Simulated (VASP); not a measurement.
# MgB2 (P6/mmm) in VASP: single point with PBE

Aim: the single point of MgB2 with PBE.

Program: VASP 6.6.1. These are calculated values, not measurements. Logs are shortened: lines on timing, memory, paths and dates and some standing lists are left out, and cuts for length are marked.

### Step 1. The cell of the first run

The structure is hexagonal, space group P6/mmm (No. 191). The conventional cell has a = 3.083 Å, b = 3.083 Å, c = 3.521 Å, α = 90.00°, β = 90.00°, γ = 120.00°. Mg (site symmetry 6/mmm) has 12 B at 2.50 Å and 6 Mg at 3.08 Å within 3.3 Å. B (site symmetry -6m2) has 3 B at 1.78 Å within 2.4 Å.

### Step 2. Single point, PBE

Input file INCAR:

```
PREC = Accurate ; ENCUT = 600
EDIFF = 1E-6 ; ISMEAR = -1
SIGMA = 0.2 ; LREAL = False
LASPH = True ; NELM = 120
ALGO = Normal ; ISIF = 2
LWAVE = False ; LCHARG = True
GGA = PE ; LELF = True
LVHAR = True ; NBANDS = 11
GGA_COMPAT = False
```

Input file KPOINTS:

```
Automatic mesh
0
Gamma
  4 4 4
```

Input file POSCAR:

```
MgB2
1.0
    3.0830000000      0.0000000000      0.0000000000
   -1.5415000000      2.6699563199      0.0000000000
    0.0000000000      0.0000000000      3.5210000000
Mg B
1 2
Direct
    0.0000000000      0.0000000000      0.0000000000
    0.3333333333      0.6666666667      0.5000000000
    0.6666666667      0.3333333333      0.5000000000
```

Potentials or basis: VASP PAW PBE potentials, release 64 (Mg, B).

On the command line:

```sh
$ cat potpaw_PBE.64/Mg/POTCAR potpaw_PBE.64/B/POTCAR > POTCAR
$ mpirun -np 1 vasp_std > vasp.out
```

OUTCAR:

```text
PREC = Accurate
   ENCUT = 600
   EDIFF = 1E-6
   ISMEAR = -1
   LREAL = False
   LASPH = True
   NELM = 120
   ISIF = 2
   GGA = PE

 ion  position               nearest neighbor table
   1  0.000  0.000  0.000-   2 2.50   3 2.50   2 2.50   3 2.50   3 2.50   3 2.50   2 2.50   2 2.50
                             3 2.50   3 2.50   2 2.50   2 2.50
   2  0.333  0.667  0.500-   3 1.78   3 1.78   3 1.78   1 2.50   1 2.50   1 2.50   1 2.50   1 2.50
                             1 2.50
   3  0.667  0.333  0.500-   2 1.78   2 1.78   2 1.78   1 2.50   1 2.50   1 2.50   1 2.50   1 2.50
                             1 2.50

  LATTYP: Found a hexagonal cell.
 ALAT       =     3.0830000000
 C/A-ratio  =     1.1420694129

  Lattice vectors:

 A1 = (   3.0830000000,   0.0000000000,   0.0000000000)
 A2 = (  -1.5415000000,   2.6699563199,   0.0000000000)
 A3 = (   0.0000000000,   0.0000000000,   3.5210000000)

Analysis of symmetry for initial positions (statically):
=====================================================================
 Subroutine PRICEL returns:
 Original cell was already a primitive cell.

 Routine SETGRP: Setting up the symmetry group for a
 hexagonal supercell.

 Subroutine GETGRP returns: Found 24 space group operations
 (whereof 24 operations were pure point group operations)
 out of a pool of 24 trial point group operations.

The static configuration has the point symmetry D_6h.

Analysis of symmetry for dynamics (positions and initial velocities):
=====================================================================
 Subroutine PRICEL returns:
 Original cell was already a primitive cell.

 Routine SETGRP: Setting up the symmetry group for a
 hexagonal supercell.

 Subroutine GETGRP returns: Found 24 space group operations
 (whereof 24 operations were pure point group operations)
 out of a pool of 24 trial point group operations.

The dynamic configuration has the point symmetry D_6h.

 Subroutine INISYM returns: Found 24 space group operations
 (whereof 24 operations are pure point group operations),
 and found     1 'primitive' translations

----------------------------------------------------------------------------------------

                                     Primitive cell

  volume of cell :      28.9830

  direct lattice vectors                    reciprocal lattice vectors
     3.083000000  0.000000000  0.000000000     0.324359390  0.187268981  0.000000000
    -1.541500000  2.669956320  0.000000000     0.000000000  0.374537962  0.000000000
     0.000000000  0.000000000  3.521000000     0.000000000  0.000000000  0.284010224

  length of vectors
     3.083000000  3.083000000  3.521000000     0.374537962  0.374537962  0.284010224

  position of ions in fractional coordinates (direct lattice)
     0.000000000  0.000000000  0.000000000
     0.333333333  0.666666667  0.500000000
     0.666666667  0.333333333  0.500000000

  ion indices of the primitive-cell ions
   primitive index   ion index
                 1           1
                 2           2
                 3           3

----------------------------------------------------------------------------------------

 KPOINTS: Automatic mesh

Automatic generation of k-mesh.
 Grid dimensions read from file:
 generate k-points for:    4    4    4

 Generating k-lattice:

  Cartesian coordinates                     Fractional coordinates (reciprocal lattice)
     0.081089848  0.046817245  0.000000000     0.250000000  0.000000000  0.000000000
     0.000000000  0.093634491  0.000000000     0.000000000  0.250000000  0.000000000
     0.000000000  0.000000000  0.071002556     0.000000000  0.000000000  0.250000000

  Length of vectors
     0.093634491  0.093634491  0.071002556

  Shift w.r.t. Gamma in fractional coordinates (k-lattice)
     0.000000000  0.000000000  0.000000000

 Subroutine IBZKPT returns following result:
 ===========================================

 Found     12 irreducible k-points:

 Following reciprocal coordinates:
            Coordinates               Weight
  0.000000  0.000000  0.000000      1.000000
  0.250000  0.000000  0.000000      6.000000
  0.500000  0.000000  0.000000      3.000000
  0.250000  0.250000  0.000000      6.000000
  0.000000  0.000000  0.250000      2.000000
  0.250000  0.000000  0.250000     12.000000
  0.500000  0.000000  0.250000      6.000000
  0.250000  0.250000  0.250000     12.000000
  0.000000  0.000000  0.500000      1.000000
  0.250000  0.000000  0.500000      6.000000
  0.500000  0.000000  0.500000      3.000000
  0.250000  0.250000  0.500000      6.000000
   k-points           NKPTS =     12   k-points in BZ     NKDIM =     12   number of bands    NBANDS=     11
   number of dos      NEDOS =    301   number of ions     NIONS =      3
   total plane-waves  NPLWV =  21952
   dimension x,y,z NGX =    28 NGY =   28 NGZ =   28
   dimension x,y,z NGXF=    56 NGYF=   56 NGZF=   56
   ions per type =               1   2
   NGX,Y,Z   is equivalent  to a cutoff of  15.10, 15.10, 13.22 a.u.
   NGXF,Y,Z  is equivalent  to a cutoff of  30.20, 30.20, 26.44 a.u.
 SYSTEM =  unknown system
   PREC   = accura    normal or accurate (medium, high low for compatibility)
   ISTART =      0    job   : 0-new  1-cont  2-samecut
   ICHARG =      2    charge: 1-file 2-atom 10-const
   ISPIN  =      1    spin polarized calculation?
   LNONCOLLINEAR =      F non collinear calculations
   LSORBIT =      F    spin-orbit coupling
   LASPH  =      T    aspherical Exc in radial PAW
   ENCUT  =  600.0 eV  44.10 Ry    6.64 a.u.   6.16  6.16  7.03*2*pi/ulx,y,z
   NELM   =    120;   NELMIN=  2; NELMDL= -5     # of ELM steps
   EDIFF  = 0.1E-05   stopping-criterion for ELM
   LREAL  =      F    real-space projection
   EDIFFG = 0.1E-04   stopping-criterion for IOM
   NSW    =      0    number of steps for IOM
   IBRION =     -1    ionic relax: 0-MD 1-quasi-New 2-CG
   NFREE  =      0    steps in history (QN), initial steepest desc. (CG)
   ISIF   =      2    stress and relaxation
   ISYM   =      2    0-nonsym 1-usesym 2-fastsym
   POTIM  = 0.5000    time-step for ionic-motion
   TEBEG  =    0.0;   TEEND  =   0.0 temperature during run
   PSTRESS=    0.0 pullay stress
   NELECT =       8.0000    total number of electrons
   NUPDOWN=      -1.0000    fix difference up-down
   EMIN   =  10.00;   EMAX   =-10.00  energy-range for DOS
   EFERMI =   0.00;   METHOD = LEGACY
   ISMEAR =    -1;   SIGMA  =   0.20  broadening in eV -4-tet -1-fermi 0-gaus
   EFERMI_NEDOS =   21; number of points for ismear=-14 and -15
   IALGO  =     38    algorithm
   IMIX   =      4    mixing-type and parameters
     AMIX     =   0.40;   BMIX     =  1.00
     AMIX_MAG =   1.60;   BMIX_MAG =  1.00
  volume/ion in A,a.u.               =       9.66        65.20
  Fermi-wavevector in a.u.,A,eV,Ry     =   1.065917  2.014292 15.458669  1.136180
  Thomas-Fermi vector in A             =   2.201485
   LORBIT       =      0    0 simple, 1 ext, 2 COOP (PROOUT), +10 PAW based schemes
   GGA     = PE    functional components
   LHFCALC =     F    Hartree Fock is set to
   AEXX    =    0.0000 exact exchange contribution
   IVDW    =     0    specifies the selected vdW correction
   LEPSILON=     F    determine dielectric tensor
   LRPA    =     F    only Hartree local field effects (RPA)
 non-spin polarized calculation
  energy-cutoff  :      600.00
  volume of cell :       28.98
 maximum number of plane-waves:       986
 NGX is ok and might be reduce to    28
   NGX = 13   NGY = 13   NGZ = 15

 number of electron       8.0000000 magnetization

 Free energy of the ion-electron system (eV)
  ---------------------------------------------------
  ext. energy  EPLUGINS =         0.00000000
  ---------------------------------------------------
  free energy    TOTEN  =       -15.33763669 eV

  energy without entropy =      -15.23198508  energy(sigma->0) =      -15.28481089

 E-fermi :   5.4762     XC(G=0): -10.9202

 val. band max:        5.3050438795   @ k =   0.2500   0.2500   0.0000
 cond. band min:       5.4799296354   @ k =   0.5000   0.0000   0.0000
 fundamental gap:      0.1748857559
 Fermi energy:         5.4761792546

 k-point     1 :       0.0000    0.0000    0.0000
  band No.  band energies     occupation
      1      -7.1704      2.00000
      2       2.3287      2.00000
      3       5.5986      0.70310
      4       5.5986      0.70310
      5       6.9471      0.00128
      6      11.5495      0.00000
      7      11.5495      0.00000
      8      13.3632      0.00000
      9      15.2061      0.00000
     10      17.9281      0.00000
     11      21.4599      0.00000

 k-point     2 :       0.2500    0.0000    0.0000
  band No.  band energies     occupation
      1      -6.0941      2.00000
      2       1.8588      2.00000
      3       3.3706      1.99995
      4       4.0354      1.99851
      5       7.9144      0.00001
      6      10.5947      0.00000
      7      12.0914      0.00000
      8      14.5447      0.00000
      9      15.2315      0.00000
     10      19.2006      0.00000
     11      19.4646      0.00000

 k-point     3 :       0.5000    0.0000    0.0000
  band No.  band energies     occupation
      1      -3.2878      2.00000
      2      -2.5839      2.00000
      3       3.0642      1.99999
      4       5.4799      0.99062
      5       8.3457      0.00000
      6       9.1406      0.00000
      7      10.6216      0.00000
      8      12.3869      0.00000
      9      17.8496      0.00000
     10      18.9368      0.00000
     11      19.3995      0.00000
[... 99 lines left out ...]
 k-point    11 :       0.5000    0.0000    0.5000
  band No.  band energies     occupation
      1      -2.3211      2.00000
      2      -1.6837      2.00000
      3       1.7226      2.00000
      4       3.3524      1.99995
      5       3.9937      1.99879
      6      10.9529      0.00000
      7      14.0532      0.00000
      8      14.2056      0.00000
      9      18.3262      0.00000
     10      20.8789      0.00000
     11      20.9030      0.00000

 k-point    12 :       0.2500    0.2500    0.5000
  band No.  band energies     occupation
      1      -3.0067      2.00000
      2       0.3401      2.00000
      3       1.2557      2.00000
      4       1.3260      2.00000
      5       5.2104      1.58134
      6      10.0057      0.00000
      7      14.6760      0.00000
      8      15.6477      0.00000
      9      18.0556      0.00000
     10      19.4673      0.00000
     11      20.4470      0.00000

------------------------ aborting loop because EDIFF is reached ----------------------------------------

  FORCE on cell =-STRESS in cart. coord.  units (eV):
  Direction    XX          YY          ZZ          XY          YZ          ZX
  --------------------------------------------------------------------------------------
  -------------------------------------------------------------------------------------
  Total       -0.4043849     -0.4043849      0.0628479      0.0000000     -0.0000000     -0.0000000
  in kB      -22.3543365    -22.3543365      3.4742219      0.0000000     -0.0000000     -0.0000000
  external PRESSURE =     -13.7448170 kB  Pullay stress =       0.0000000 kB

 VOLUME and BASIS-vectors are now :
 -----------------------------------------------------------------------------
  energy-cutoff  :      600.00
  volume of cell :       28.98
      direct lattice vectors                 reciprocal lattice vectors
     3.083000000  0.000000000  0.000000000     0.324359390  0.187268981  0.000000000
    -1.541500000  2.669956320  0.000000000     0.000000000  0.374537962  0.000000000
     0.000000000  0.000000000  3.521000000     0.000000000  0.000000000  0.284010224

 POSITION                                       TOTAL-FORCE (eV/Angst)
 -----------------------------------------------------------------------------------
      0.00000      0.00000      0.00000        -0.000000      0.000000     -0.000000
     -0.00000      1.77997      1.76050        -0.000000      0.000000      0.000000
      1.54150      0.88999      1.76050         0.000000     -0.000000     -0.000000
 -----------------------------------------------------------------------------------
    total drift:                                0.000000      0.000000     -0.000000

  FREE ENERGIE OF THE ION-ELECTRON SYSTEM (eV)
  ---------------------------------------------------
  free  energy   TOTEN  =       -15.3376366942 eV

  energy  without entropy=      -15.2319850823  energy(sigma->0) =      -15.28481089
```

It took 4.9 s on 1 thread of Intel Xeon 6975P-C (Granite Rapids), shared host; peak memory 0.15 GiB.

What came out:

- Free energy: -15.3376 eV
- Pressure: -1.4 GPa
- Band gap on the k mesh: zero (band 4 reaches 5.97 eV, above the bottom of band 5 at 3.99 eV)

Caveat: the k points lie up to 0.59 Å⁻¹ apart.
